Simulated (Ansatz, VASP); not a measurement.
## Two plane-wave programs on ZrF2

```
CELL_PARAMETERS angstrom
-2.00432 2.00432 4.84444
2.00432 -2.00432 4.84444
2.00432 2.00432 -4.84444
ATOMIC_POSITIONS crystal
Zr 0.25000 0.75000 0.50000
Zr 0.50000 0.50000 0.00000
F 0.37500 0.12500 0.25000
F 0.87500 0.12500 0.75000
F 0.87500 0.12500 0.25000
F 0.87500 0.62500 0.75000
```

Alike in both runs: functional PBE; k mesh 14 × 14 × 14; occupations gaussian, width 0.1 eV; no spin polarisation.

Ansatz relaxed the structure, and its values are those at the end. VASP's run is a single point on that final structure, the one shown.

```csv
,VASP,Ansatz
version,VASP 6.6.1,Ansatz 0.2.0
potentials or method,"VASP PAW PBE potentials, release 64 (Zr_sv, F), cutoff 520 eV","scalar-relativistic, plane waves, PAW"
valence electrons in the cell,52,52
```

|  | VASP | Ansatz | Ansatz less VASP |
| --- | --- | --- | --- |
| gap on the k mesh at the Fermi level (eV) | none | none | - |
| pressure (GPa) | -0.1 | 0.0 | +0.18 |

A gap of «none» marks a metal or a gap that the smearing closes.
